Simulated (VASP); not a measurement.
# La2O3 in VASP: further runs

The runs below take La2O3 through single point, with LDA, PBE.

Program: VASP 6.6.1. These are calculated values, not measurements. Logs are shortened: lines on timing, memory, paths and dates and some standing lists are left out, and cuts for length are marked.

## 1. The cell of the first run

The typed cell holds 5 atoms: a = 6.254 Å, b = 6.254 Å, c = 3.231 Å, α = 90.00°, β = 90.00°, γ = 120.00°.

## 2. Single point, LDA

The input, INCAR:

```
PREC = Accurate ; ENCUT = 520
EDIFF = 1E-7 ; ISMEAR = -1
SIGMA = 0.05 ; LREAL = F
LASPH = T ; NELM = 60
ALGO = Normal ; ISIF = 2
LWAVE = F ; LCHARG = F
GGA = CA ; NBANDS = 28
```

The input, KPOINTS:

```
Automatic mesh
0
Gamma
  5 5 8
```

The input, POSCAR:

```
La2O3
1.0
    6.2538398377      0.0000000000      0.0000000000
   -3.1269199189      5.4159841707      0.0000000000
    0.0000000000      0.0000000000      3.2310707081
La O
2 3
Direct
    0.6666666667      0.3333333333      0.5000000000
    0.3333333333      0.6666666667      0.5000000000
    0.5000169797      0.0000000000      0.0000000000
    0.0000000000      0.5000169797      0.0000000000
    0.4999830203      0.4999830203      0.0000000000
```

Potentials or basis: VASP PAW LDA potentials, release 64 (La, O).

Command:

```
$ cat potpaw_LDA.64/La/POTCAR potpaw_LDA.64/O/POTCAR > POTCAR
$ mpirun -np 1 vasp_std > vasp.out
```

OUTCAR:

```text
PREC = Accurate
   ENCUT = 520
   EDIFF = 1E-7
   ISMEAR = -1
   LREAL = F
   LASPH = T
   NELM = 60
   ISIF = 2
   GGA = CA

 ion  position               nearest neighbor table
   1  0.667  0.333  0.500-   4 2.42   4 2.42   3 2.42   3 2.42   5 2.42   5 2.42   2 3.61   2 3.61
                             2 3.61
   2  0.333  0.667  0.500-   4 2.42   4 2.42   3 2.42   3 2.42   5 2.42   5 2.42   1 3.61   1 3.61
                             1 3.61
   3  0.500  0.000  0.000-   1 2.42   1 2.42   2 2.42   2 2.42
   4  0.000  0.500  0.000-   2 2.42   2 2.42   1 2.42   1 2.42
   5  0.500  0.500  0.000-   1 2.42   1 2.42   2 2.42   2 2.42

  LATTYP: Found a hexagonal cell.
 ALAT       =     6.2538398377
 C/A-ratio  =     0.5166538946

  Lattice vectors:

 A1 = (   6.2538398377,   0.0000000000,   0.0000000000)
 A2 = (  -3.1269199189,   5.4159841707,   0.0000000000)
 A3 = (   0.0000000000,   0.0000000000,   3.2310707081)

Analysis of symmetry for initial positions (statically):
=====================================================================
 Subroutine PRICEL returns:
 Original cell was already a primitive cell.

 Routine SETGRP: Setting up the symmetry group for a
 hexagonal supercell.

 Subroutine GETGRP returns: Found 12 space group operations
 (whereof 12 operations were pure point group operations)
 out of a pool of 24 trial point group operations.

The static configuration has the point symmetry D_3h.

Analysis of symmetry for dynamics (positions and initial velocities):
=====================================================================
 Subroutine PRICEL returns:
 Original cell was already a primitive cell.

 Routine SETGRP: Setting up the symmetry group for a
 hexagonal supercell.

 Subroutine GETGRP returns: Found 12 space group operations
 (whereof 12 operations were pure point group operations)
 out of a pool of 24 trial point group operations.

The dynamic configuration has the point symmetry D_3h.

 Subroutine INISYM returns: Found 12 space group operations
 (whereof 12 operations are pure point group operations),
 and found     1 'primitive' translations

----------------------------------------------------------------------------------------

                                     Primitive cell

  volume of cell :     109.4386

  direct lattice vectors                    reciprocal lattice vectors
     6.253839838  0.000000000  0.000000000     0.159901761  0.092319324  0.000000000
    -3.126919919  5.415984171  0.000000000     0.000000000  0.184638649  0.000000000
     0.000000000  0.000000000  3.231070708     0.000000000  0.000000000  0.309494929

  length of vectors
     6.253839838  6.253839838  3.231070708     0.184638649  0.184638649  0.309494929

  position of ions in fractional coordinates (direct lattice)
     0.666666667  0.333333333  0.500000000
     0.333333333  0.666666667  0.500000000
     0.500016980  0.000000000  0.000000000
     0.000000000  0.500016980  0.000000000
     0.499983020  0.499983020  0.000000000

  ion indices of the primitive-cell ions
   primitive index   ion index
                 1           1
                 2           2
                 3           3
                 4           4
                 5           5

----------------------------------------------------------------------------------------

 KPOINTS: Automatic mesh

Automatic generation of k-mesh.
 Grid dimensions read from file:
 generate k-points for:    5    5    8

 Generating k-lattice:

  Cartesian coordinates                     Fractional coordinates (reciprocal lattice)
     0.031980352  0.018463865  0.000000000     0.200000000  0.000000000  0.000000000
     0.000000000  0.036927730  0.000000000     0.000000000  0.200000000  0.000000000
     0.000000000  0.000000000  0.038686866     0.000000000  0.000000000  0.125000000

  Length of vectors
     0.036927730  0.036927730  0.038686866

  Shift w.r.t. Gamma in fractional coordinates (k-lattice)
     0.000000000  0.000000000  0.000000000

 Subroutine IBZKPT returns following result:
 ===========================================

 Found     25 irreducible k-points:

 Following reciprocal coordinates:
            Coordinates               Weight
  0.000000  0.000000  0.000000      1.000000
  0.200000  0.000000  0.000000      6.000000
  0.400000  0.000000  0.000000      6.000000
  0.200000  0.200000  0.000000      6.000000
  0.400000  0.200000  0.000000      6.000000
  0.000000  0.000000  0.125000      2.000000
[... 16 lines left out ...]
  0.400000  0.000000  0.500000      6.000000
  0.200000  0.200000  0.500000      6.000000
   k-points           NKPTS =     25   k-points in BZ     NKDIM =     25   number of bands    NBANDS=     28
   number of dos      NEDOS =    301   number of ions     NIONS =      5
   total plane-waves  NPLWV =  55296
   dimension x,y,z NGX =    48 NGY =   48 NGZ =   24
   dimension x,y,z NGXF=    96 NGYF=   96 NGZF=   48
   ions per type =               2   3
   NGX,Y,Z   is equivalent  to a cutoff of  12.76, 12.76, 12.35 a.u.
   NGXF,Y,Z  is equivalent  to a cutoff of  25.52, 25.52, 24.70 a.u.
 SYSTEM =  unknown system
   PREC   = accura    normal or accurate (medium, high low for compatibility)
   ISTART =      0    job   : 0-new  1-cont  2-samecut
   ICHARG =      2    charge: 1-file 2-atom 10-const
   ISPIN  =      1    spin polarized calculation?
   LNONCOLLINEAR =      F non collinear calculations
   LSORBIT =      F    spin-orbit coupling
   LASPH  =      T    aspherical Exc in radial PAW
   ENCUT  =  520.0 eV  38.22 Ry    6.18 a.u.  11.63 11.63  6.01*2*pi/ulx,y,z
   NELM   =     60;   NELMIN=  2; NELMDL= -5     # of ELM steps
   EDIFF  = 0.1E-06   stopping-criterion for ELM
   LREAL  =      F    real-space projection
   EDIFFG = 0.1E-05   stopping-criterion for IOM
   NSW    =      0    number of steps for IOM
   IBRION =     -1    ionic relax: 0-MD 1-quasi-New 2-CG
   NFREE  =      0    steps in history (QN), initial steepest desc. (CG)
   ISIF   =      2    stress and relaxation
   ISYM   =      2    0-nonsym 1-usesym 2-fastsym
   POTIM  = 0.5000    time-step for ionic-motion
   TEBEG  =    0.0;   TEEND  =   0.0 temperature during run
   PSTRESS=    0.0 pullay stress
   NELECT =      40.0000    total number of electrons
   NUPDOWN=      -1.0000    fix difference up-down
   EMIN   =  10.00;   EMAX   =-10.00  energy-range for DOS
   EFERMI =   0.00;   METHOD = LEGACY
   ISMEAR =    -1;   SIGMA  =   0.05  broadening in eV -4-tet -1-fermi 0-gaus
   EFERMI_NEDOS =   21; number of points for ismear=-14 and -15
   IALGO  =     38    algorithm
   IMIX   =      4    mixing-type and parameters
     AMIX     =   0.40;   BMIX     =  1.00
     AMIX_MAG =   1.60;   BMIX_MAG =  1.00
  volume/ion in A,a.u.               =      21.89       147.71
  Fermi-wavevector in a.u.,A,eV,Ry     =   1.170500  2.211924 18.640927  1.370069
  Thomas-Fermi vector in A             =   2.306957
   LORBIT       =      0    0 simple, 1 ext, 2 COOP (PROOUT), +10 PAW based schemes
   GGA     = CA    functional components
   LHFCALC =     F    Hartree Fock is set to
   AEXX    =    0.0000 exact exchange contribution
   IVDW    =     0    specifies the selected vdW correction
   LEPSILON=     F    determine dielectric tensor
   LRPA    =     F    only Hartree local field effects (RPA)
 non-spin polarized calculation
  energy-cutoff  :      520.00
  volume of cell :      109.44
 maximum number of plane-waves:      2970
 NGX is ok and might be reduce to    48
   NGX = 23   NGY = 23   NGZ = 13

 number of electron      39.9999966 magnetization

 Free energy of the ion-electron system (eV)
  ---------------------------------------------------
  ext. energy  EPLUGINS =         0.00000000
  ---------------------------------------------------
  free energy    TOTEN  =       -44.44582218 eV

  energy without entropy =      -44.44582210  energy(sigma->0) =      -44.44582214

 E-fermi :   4.0069     XC(G=0):  -8.9073

 val. band max:        3.4075799453   @ k =   0.0000   0.0000   0.5000
 cond. band min:       4.6056035693   @ k =   0.0000   0.0000   0.0000
 fundamental gap:      1.1980236240
 Fermi energy:         4.0068729628

 k-point     1 :       0.0000    0.0000    0.0000
  band No.  band energies     occupation
      1     -27.0292      2.00000
      2     -26.7794      2.00000
      3     -14.1858      2.00000
      4     -14.1858      2.00000
      5     -12.3196      2.00000
      6     -10.6079      2.00000
[... 20 lines left out ...]
     27       8.0993      0.00000
     28       8.1394      0.00000

 k-point     2 :       0.2000    0.0000    0.0000
  band No.  band energies     occupation
      1     -27.0090      2.00000
      2     -26.8012      2.00000
      3     -14.1920      2.00000
      4     -14.0779      2.00000
      5     -12.5869      2.00000
      6     -10.5772      2.00000
[... 20 lines left out ...]
     27       8.1123      0.00000
     28       8.1290      0.00000

 k-point     3 :       0.4000    0.0000    0.0000
  band No.  band energies     occupation
      1     -26.9616      2.00000
      2     -26.8511      2.00000
      3     -14.2019      2.00000
      4     -13.8152      2.00000
      5     -13.0406      2.00000
      6     -10.5260      2.00000
[... 20 lines left out ...]
     27       8.1488      0.00000
     28       8.1564      0.00000

 k-point     4 :       0.2000    0.2000    0.0000
  band No.  band energies     occupation
      1     -26.9734      2.00000
      2     -26.8388      2.00000
      3     -14.2026      2.00000
      4     -13.8770      2.00000
      5     -12.9450      2.00000
      6     -10.5249      2.00000
[... 578 lines left out ...]
     27       7.8229      0.00000
     28       7.8429      0.00000

 k-point    23 :       0.4000    0.0000    0.5000
  band No.  band energies     occupation
      1     -26.5550      2.00000
      2     -26.4747      2.00000
      3     -14.5931      2.00000
      4     -13.8287      2.00000
      5     -12.5995      2.00000
      6     -11.0758      2.00000
[... 20 lines left out ...]
     27       7.9288      0.00000
     28       8.0302      0.00000

 k-point    24 :       0.2000    0.2000    0.5000
  band No.  band energies     occupation
      1     -26.5636      2.00000
      2     -26.4659      2.00000
      3     -14.6571      2.00000
      4     -13.7091      2.00000
      5     -12.5995      2.00000
      6     -11.0785      2.00000
[... 20 lines left out ...]
     27       7.9538      0.00000
     28       8.0038      0.00000

 [... further k-points ...]

------------------------ aborting loop because EDIFF is reached ----------------------------------------

  FORCE on cell =-STRESS in cart. coord.  units (eV):
  Direction    XX          YY          ZZ          XY          YZ          ZX
  --------------------------------------------------------------------------------------
  -------------------------------------------------------------------------------------
  Total       -0.0210010     -0.0210010      0.0098965      0.0000000      0.0000000      0.0000000
  in kB       -0.3074542     -0.3074542      0.1448849      0.0000000      0.0000000      0.0000000
  external PRESSURE =      -0.1566745 kB  Pullay stress =       0.0000000 kB

 VOLUME and BASIS-vectors are now :
 -----------------------------------------------------------------------------
  energy-cutoff  :      520.00
  volume of cell :      109.44
      direct lattice vectors                 reciprocal lattice vectors
     6.253839838  0.000000000  0.000000000     0.159901761  0.092319324  0.000000000
    -3.126919919  5.415984171  0.000000000     0.000000000  0.184638649  0.000000000
     0.000000000  0.000000000  3.231070708     0.000000000  0.000000000  0.309494929

 POSITION                                       TOTAL-FORCE (eV/Angst)
 -----------------------------------------------------------------------------------
      3.12692      1.80533      1.61554         0.000000      0.000000     -0.000000
     -0.00000      3.61066      1.61554         0.000000      0.000000     -0.000000
      3.12703      0.00000      0.00000        -0.000123      0.000000     -0.000000
     -1.56351      2.70808      0.00000         0.000062     -0.000107     -0.000000
      1.56341      2.70790      0.00000         0.000062      0.000107      0.000000
 -----------------------------------------------------------------------------------
    total drift:                               -0.000000     -0.000000     -0.000000

  FREE ENERGIE OF THE ION-ELECTRON SYSTEM (eV)
  ---------------------------------------------------
  free  energy   TOTEN  =       -44.4458221831 eV

  energy  without entropy=      -44.4458220988  energy(sigma->0) =      -44.44582214
```

Run time: 2.1 min. Hardware: 1 thread of Intel Xeon 8259CL, shared host; peak memory 0.23 GiB.

Results:

```
Free energy            : -44.4458 eV
Pressure               : 0.0 GPa
Band gap on the k mesh : 1.20 eV (least direct gap 1.82 eV)
```

Caveat: spin-orbit coupling is left out, which moves the levels of the heavy elements. A k mesh can miss the band edges.

## 3. Single point, LDA

This run uses another cell than the first one, of 22.45 Å³/atom.

The input, INCAR:

```
SYSTEM = La2O3
PREC = Accurate ; ENCUT = 520
EDIFF = 1E-6 ; ISMEAR = -1
SIGMA = 0.05 ; LREAL = .FALSE.
LASPH = .TRUE. ; NELM = 80
ALGO = Normal ; ISIF = 2
LWAVE = .FALSE. ; LCHARG = .TRUE.
GGA = CA ; LELF = .TRUE.
LVHAR = .TRUE. ; NBANDS = 28
```

The input, KPOINTS:

```
regular mesh
0
G
  5 5 8
  0 0 0
```

The input, POSCAR:

```
La2O3
1.0
    6.2667802772      0.0000000000      0.0000000000
   -3.1333901386      5.4271909200      0.0000000000
    0.0000000000      0.0000000000      3.2997660000
La O
2 3
Direct
    0.6666666667      0.3333333333      0.5000000000
    0.3333333333      0.6666666667      0.5000000000
    0.5080139900      0.0000000000      0.0000000000
    0.0000000000      0.5080139900      0.0000000000
    0.4919860100      0.4919860100      0.0000000000
```

Potentials or basis: VASP PAW LDA potentials, release 64 (La, O).

Command:

```
$ cat potpaw_LDA.64/La/POTCAR potpaw_LDA.64/O/POTCAR > POTCAR
$ mpirun -np 1 vasp_std > vasp.out
```

Wall time 2.6 min (1 thread of Intel Xeon 8259CL, shared host); peak memory 0.24 GiB.

The run converged. Its results:

```
Free energy            : -44.3930 eV
Pressure               : -3.3 GPa
Largest force          : 0.073 eV/Å
Band gap on the k mesh : 1.38 eV (least direct gap 1.90 eV)
```

Forces in eV/Å, atoms in the order of the input:
```
La   0.000  0.000  0.000
La   0.000  0.000  0.000
O   -0.073  0.000  0.000
O    0.037 -0.064  0.000
O    0.037  0.064  0.000
```

Stress tensor (GPa, compression positive):
```
-1.72  0.00  0.00
 0.00 -1.72  0.00
 0.00  0.00 -6.36
```

Levels at points of the mesh, in eV from the valence-band top:
| k point | band 18 | band 19 | band 20 | band 21 | band 22 | band 23 |
| --- | --- | --- | --- | --- | --- | --- |
| (0.00, 0.00, 0.00) | -1.03 | -0.74 | -0.52 | 1.38 | 3.32 | 3.85 |
| (0.00, 0.00, 0.50) | -1.22 | -0.34 | 0.00 | 4.11 | 4.15 | 4.21 |

Caveat: the cell stands under tension; spin-orbit coupling is left out, which moves the levels of the heavy elements. A k mesh can miss the band edges.

(Continued in part 2 of 2.)
